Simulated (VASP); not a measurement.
# Al3As (P6_3/mmc) in VASP: density of states with PBE

Aim: the density of states of Al3As with PBE.

Program: VASP 6.6.1. These are calculated values, not measurements. Logs are shortened: lines on timing, memory, paths and dates and some standing lists are left out, and cuts for length are marked.

### 1 The cell of the first run

The structure is hexagonal, space group P6_3/mmc (No. 194). Conventional cell: a = 5.733 Å, b = 5.733 Å, c = 4.946 Å, α = 90.00°, β = 90.00°, γ = 120.00°. Al (site symmetry mm2) has 8 Al at 2.84 to 2.97 Å and 4 As at 2.87 to 2.98 Å within 3.7 Å. Within 3.8 Å of As (site symmetry -6m2) lie 12 Al at 2.87 to 2.98 Å.

### 2 Density of states, PBE

Input file POSCAR:

```
Al3As
1.0
    5.7326923430      0.0000000000      0.0000000000
   -2.8663461715      4.9646572012      0.0000000000
    0.0000000000      0.0000000000      4.9458271287
Al As
6 2
Direct
    0.1650446681      0.3300893362      0.7500000000
    0.6699106638      0.8349553319      0.7500000000
    0.1650446681      0.8349553319      0.7500000000
    0.8349553319      0.6699106638      0.2500000000
    0.3300893362      0.1650446681      0.2500000000
    0.8349553319      0.1650446681      0.2500000000
    0.6666666667      0.3333333333      0.7500000000
    0.3333333333      0.6666666667      0.2500000000
```

Input file INCAR.step1:

```
PREC     = Accurate       # precision mode
ENCUT    = 520            # plane-wave cutoff, eV
EDIFF    = 1E-7           # SCF threshold, eV
ISMEAR   = 0              # smearing method
SIGMA    = 0.1            # smearing width, eV
LREAL    = F              # projectors in reciprocal space
LASPH    = T              # aspherical terms in the spheres
NELM     = 60             # most SCF steps
ALGO     = Fast           # electronic algorithm
ISIF     = 2              # what is computed and relaxed
LWAVE    = F              # write WAVECAR
LCHARG   = T              # write CHGCAR
GGA      = PE             # functional
NBANDS   = 24             # bands
```

Input file KPOINTS.step1:

```
regular mesh
0
Gamma
  12 12 8
```

Input file INCAR.step2:

```
PREC     = Accurate       # precision mode
ENCUT    = 520            # plane-wave cutoff, eV
EDIFF    = 1E-7           # SCF threshold, eV
ISMEAR   = -5             # smearing method
SIGMA    = 0.1            # smearing width, eV
LREAL    = F              # projectors in reciprocal space
LASPH    = T              # aspherical terms in the spheres
NELM     = 60             # most SCF steps
ALGO     = Fast           # electronic algorithm
ISIF     = 2              # what is computed and relaxed
LWAVE    = F              # write WAVECAR
LCHARG   = F              # write CHGCAR
GGA      = PE             # functional
LORBIT   = 11             # projections on sites
NBANDS   = 24             # bands
NEDOS    = 1001           # points of the DOS
ICHARG   = 11             # starting density
```

Input file KPOINTS.step2:

```
regular mesh
0
Gamma
  18 18 12
```

Potentials or basis: VASP PAW PBE potentials, release 64 (Al, As).

Run with:

```console
cat potpaw_PBE.64/Al/POTCAR potpaw_PBE.64/As/POTCAR > POTCAR
cp INCAR.step1 INCAR
cp KPOINTS.step1 KPOINTS
mpirun -np 1 vasp_std > vasp.out
cp INCAR.step2 INCAR
cp KPOINTS.step2 KPOINTS
mpirun -np 1 vasp_std > vasp.out
```

OUTCAR:

```text
PREC = Accurate
   ENCUT = 520
   EDIFF = 1E-7
   ISMEAR = -5
   LREAL = F
   LASPH = T
   NELM = 60
   ISIF = 2
   GGA = PE
   LORBIT = 11
   ICHARG = 11

 ion  position               nearest neighbor table
   1  0.165  0.330  0.750-   2 2.84   3 2.84   7 2.87   7 2.87   3 2.89   2 2.89   5 2.97   5 2.97
                             6 2.97   6 2.97   8 2.98   8 2.98
   2  0.670  0.835  0.750-   3 2.84   1 2.84   7 2.87   7 2.87   3 2.89   1 2.89   4 2.97   4 2.97
                             6 2.97   6 2.97   8 2.98   8 2.98
   3  0.165  0.835  0.750-   2 2.84   1 2.84   7 2.87   7 2.87   2 2.89   1 2.89   4 2.97   4 2.97
                             5 2.97   5 2.97   8 2.98   8 2.98
   4  0.835  0.670  0.250-   5 2.84   6 2.84   8 2.87   8 2.87   6 2.89   5 2.89   2 2.97   2 2.97
                             3 2.97   3 2.97   7 2.98   7 2.98
   5  0.330  0.165  0.250-   6 2.84   4 2.84   8 2.87   8 2.87   6 2.89   4 2.89   1 2.97   1 2.97
                             3 2.97   3 2.97   7 2.98   7 2.98
   6  0.835  0.165  0.250-   5 2.84   4 2.84   8 2.87   8 2.87   5 2.89   4 2.89   1 2.97   1 2.97
                             2 2.97   2 2.97   7 2.98   7 2.98
   7  0.667  0.333  0.750-   1 2.87   2 2.87   3 2.87   3 2.87   1 2.87   2 2.87   6 2.98   6 2.98
                             5 2.98   5 2.98   4 2.98   4 2.98
   8  0.333  0.667  0.250-   4 2.87   5 2.87   6 2.87   6 2.87   4 2.87   5 2.87   3 2.98   3 2.98
                             2 2.98   2 2.98   1 2.98   1 2.98

  LATTYP: Found a hexagonal cell.
 ALAT       =     5.7326923430
 C/A-ratio  =     0.8627407216

  Lattice vectors:

 A1 = (   5.7326923430,   0.0000000000,   0.0000000000)
 A2 = (  -2.8663461715,   4.9646572012,   0.0000000000)
 A3 = (   0.0000000000,   0.0000000000,   4.9458271287)

Analysis of symmetry for initial positions (statically):
=====================================================================
 Subroutine PRICEL returns:
 Original cell was already a primitive cell.

 Routine SETGRP: Setting up the symmetry group for a
 hexagonal supercell.

 Subroutine GETGRP returns: Found 24 space group operations
 (whereof 12 operations were pure point group operations)
 out of a pool of 24 trial point group operations.

The static configuration has the point symmetry D_3d.
 The point group associated with its full space group is D_6h.

Analysis of symmetry for dynamics (positions and initial velocities):
=====================================================================
 Subroutine PRICEL returns:
 Original cell was already a primitive cell.

 Routine SETGRP: Setting up the symmetry group for a
 hexagonal supercell.

 Subroutine GETGRP returns: Found 24 space group operations
 (whereof 12 operations were pure point group operations)
 out of a pool of 24 trial point group operations.

The dynamic configuration has the point symmetry D_3d.
 The point group associated with its full space group is D_6h.

 Subroutine INISYM returns: Found 24 space group operations
 (whereof 12 operations are pure point group operations),
 and found     1 'primitive' translations

----------------------------------------------------------------------------------------

                                     Primitive cell

  volume of cell :     140.7625

  direct lattice vectors                    reciprocal lattice vectors
     5.732692343  0.000000000  0.000000000     0.174438107  0.100711888  0.000000000
    -2.866346172  4.964657201  0.000000000     0.000000000  0.201423776  0.000000000
     0.000000000  0.000000000  4.945827129     0.000000000  0.000000000  0.202190650

  length of vectors
     5.732692343  5.732692343  4.945827129     0.201423776  0.201423776  0.202190650

  position of ions in fractional coordinates (direct lattice)
     0.165044668  0.330089336  0.750000000
     0.669910664  0.834955332  0.750000000
     0.165044668  0.834955332  0.750000000
     0.834955332  0.669910664  0.250000000
     0.330089336  0.165044668  0.250000000
     0.834955332  0.165044668  0.250000000
     0.666666667  0.333333333  0.750000000
     0.333333333  0.666666667  0.250000000

  ion indices of the primitive-cell ions
   primitive index   ion index
                 1           1
                 2           2
                 3           3
                 4           4
                 5           5
                 6           6
                 7           7
                 8           8

----------------------------------------------------------------------------------------

 KPOINTS: regular mesh

Automatic generation of k-mesh.
 Grid dimensions read from file:
 generate k-points for:   18   18   12

 Generating k-lattice:

  Cartesian coordinates                     Fractional coordinates (reciprocal lattice)
     0.009691006  0.005595105  0.000000000     0.055555556  0.000000000  0.000000000
     0.000000000  0.011190210  0.000000000     0.000000000  0.055555556  0.000000000
     0.000000000  0.000000000  0.016849221     0.000000000  0.000000000  0.083333333

  Length of vectors
     0.011190210  0.011190210  0.016849221

  Shift w.r.t. Gamma in fractional coordinates (k-lattice)
     0.000000000  0.000000000  0.000000000

 TETIRR: Found   3954 inequivalent tetrahedra from    23328

 Subroutine IBZKPT returns following result:
 ===========================================

 Found    259 irreducible k-points:

 Following reciprocal coordinates:
            Coordinates               Weight
  0.000000  0.000000  0.000000      1.000000
  0.055556  0.000000  0.000000      6.000000
  0.111111  0.000000  0.000000      6.000000
  0.166667 -0.000000  0.000000      6.000000
  0.222222  0.000000  0.000000      6.000000
  0.277778  0.000000  0.000000      6.000000
[... 16 lines left out ...]
  0.333333  0.111111  0.000000     12.000000
  0.388889  0.111111  0.000000     12.000000
 [... further k-points ...]
   k-points           NKPTS =    259   k-points in BZ     NKDIM =    259   number of bands    NBANDS=     24
   number of dos      NEDOS =   1001   number of ions     NIONS =      8
   total plane-waves  NPLWV =  92160
   dimension x,y,z NGX =    48 NGY =   48 NGZ =   40
   dimension x,y,z NGXF=    96 NGYF=   96 NGZF=   80
   ions per type =               6   2
   NGX,Y,Z   is equivalent  to a cutoff of  13.92, 13.92, 13.45 a.u.
   NGXF,Y,Z  is equivalent  to a cutoff of  27.84, 27.84, 26.89 a.u.
 SYSTEM =  unknown system
   PREC   = accura    normal or accurate (medium, high low for compatibility)
   ISTART =      0    job   : 0-new  1-cont  2-samecut
   ICHARG =     11    charge: 1-file 2-atom 10-const
   ISPIN  =      1    spin polarized calculation?
   LNONCOLLINEAR =      F non collinear calculations
   LSORBIT =      F    spin-orbit coupling
   LASPH  =      T    aspherical Exc in radial PAW
   ENCUT  =  520.0 eV  38.22 Ry    6.18 a.u.  10.66 10.66  9.20*2*pi/ulx,y,z
   NELM   =     60;   NELMIN=  2; NELMDL=  0     # of ELM steps
   EDIFF  = 0.1E-06   stopping-criterion for ELM
   LREAL  =      F    real-space projection
   EDIFFG = 0.1E-05   stopping-criterion for IOM
   NSW    =      0    number of steps for IOM
   IBRION =     -1    ionic relax: 0-MD 1-quasi-New 2-CG
   NFREE  =      0    steps in history (QN), initial steepest desc. (CG)
   ISIF   =      2    stress and relaxation
   ISYM   =      2    0-nonsym 1-usesym 2-fastsym
   POTIM  = 0.5000    time-step for ionic-motion
   TEBEG  =    0.0;   TEEND  =   0.0 temperature during run
   PSTRESS=    0.0 pullay stress
   NELECT =      28.0000    total number of electrons
   NUPDOWN=      -1.0000    fix difference up-down
   EMIN   =  10.00;   EMAX   =-10.00  energy-range for DOS
   EFERMI =   0.00;   METHOD = LEGACY
   ISMEAR =    -5;   SIGMA  =   0.10  broadening in eV -4-tet -1-fermi 0-gaus
   EFERMI_NEDOS =   21; number of points for ismear=-14 and -15
   IALGO  =     68    algorithm
   IMIX   =      4    mixing-type and parameters
     AMIX     =   0.40;   BMIX     =  1.00
     AMIX_MAG =   1.60;   BMIX_MAG =  1.00
  volume/ion in A,a.u.               =      17.60       118.74
  Fermi-wavevector in a.u.,A,eV,Ry     =   0.955649  1.805915 12.425734  0.913266
  Thomas-Fermi vector in A             =   2.084506
   LORBIT       =     11    0 simple, 1 ext, 2 COOP (PROOUT), +10 PAW based schemes
   GGA     = PE    functional components
   LHFCALC =     F    Hartree Fock is set to
   AEXX    =    0.0000 exact exchange contribution
   IVDW    =     0    specifies the selected vdW correction
   LEPSILON=     F    determine dielectric tensor
   LRPA    =     F    only Hartree local field effects (RPA)
 non-spin polarized calculation
 RMM-DIIS sequential band-by-band and
 Fermi weights with tetrahedron method with Bloechl corrections
  energy-cutoff  :      520.00
  volume of cell :      140.76
 maximum number of plane-waves:      3816
 NGX is ok and might be reduce to    48

 number of electron      28.0000000 magnetization

 Free energy of the ion-electron system (eV)
  ---------------------------------------------------
  ext. energy  EPLUGINS =         0.00000000
  ---------------------------------------------------
  free energy    TOTEN  =       -30.92338340 eV

  energy without entropy =      -30.92338340  energy(sigma->0) =      -30.92338340

 E-fermi :   7.4314     XC(G=0): -10.2459

 val. band max:        7.5211355116   @ k =   0.2222   0.2222   0.0000
 cond. band min:       7.2932497302   @ k =   0.3889   0.0556   0.5000
 fundamental gap:     -0.2278857813
 Fermi energy:         7.4313760999

 k-point     1 :       0.0000    0.0000    0.0000
  band No.  band energies     occupation
      1      -5.6579      2.00000
      2      -3.5131      2.00000
      3       0.8449      2.00000
      4       1.5642      2.00000
      5       1.5642      2.00000
      6       1.8436      2.00000
[... 637 lines left out ...]
     23      12.1793      0.00000
     24      12.3412      0.00000

 [... further k-points ...]
[... 5 lines left out ...]
  --------------------------------------------------------------------------------------
  -------------------------------------------------------------------------------------
  Total        0.3363212      0.3363212     -0.2343383      0.0000000      0.0000000      0.0000000
  in kB        3.8280532      3.8280532     -2.6672703      0.0000000      0.0000000      0.0000000
  external PRESSURE =       1.6629454 kB  Pullay stress =       0.0000000 kB

 VOLUME and BASIS-vectors are now :
 -----------------------------------------------------------------------------
  energy-cutoff  :      520.00
  volume of cell :      140.76
      direct lattice vectors                 reciprocal lattice vectors
     5.732692343  0.000000000  0.000000000     0.174438107  0.100711888  0.000000000
    -2.866346172  4.964657201  0.000000000     0.000000000  0.201423776  0.000000000
     0.000000000  0.000000000  4.945827129     0.000000000  0.000000000  0.202190650

 POSITION                                       TOTAL-FORCE (eV/Angst)
 -----------------------------------------------------------------------------------
      0.00000      1.63878      3.70937        -0.000000      0.033524     -0.000000
      1.44712      4.14527      3.70937        -0.029033     -0.016762      0.000000
     -1.44712      4.14527      3.70937         0.029033     -0.016762     -0.000000
      2.86635      3.32588      1.23646         0.000000     -0.033524      0.000000
      1.41923      0.81939      1.23646         0.029033      0.016762     -0.000000
      4.31347      0.81939      1.23646        -0.029033      0.016762      0.000000
      2.86635      1.65489      3.70937        -0.000000      0.000000      0.000000
     -0.00000      3.30977      1.23646         0.000000      0.000000      0.000000
 -----------------------------------------------------------------------------------
    total drift:                               -0.000000      0.000000      0.000000

  FREE ENERGIE OF THE ION-ELECTRON SYSTEM (eV)
  ---------------------------------------------------
  free  energy   TOTEN  =       -30.9233833996 eV

  energy  without entropy=      -30.9233833996  energy(sigma->0) =      -30.92338340

 total charge

# of ion       s       p       d       tot
------------------------------------------
    1        0.465   0.286   0.000   0.750
    2        0.465   0.286   0.000   0.750
    3        0.465   0.286   0.000   0.750
    4        0.465   0.286   0.000   0.750
    5        0.465   0.286   0.000   0.750
    6        0.465   0.286   0.000   0.750
    7        1.299   1.341   0.062   2.702
    8        1.299   1.341   0.062   2.702
--------------------------------------------------
tot          5.387   4.397   0.124   9.907
```

Wall time 21 min (1 thread of Intel Xeon Platinum 8259CL at 2.50GHz (Skylake/Cascade Lake), shared host); peak memory 0.79 GiB.

Results:

```yaml
Valence_electrons_inside_the_program's_atomic_spheres: Al 0.75; As 2.70
```

Caveat: tetrahedron occupations give inexact forces and stress in metals.
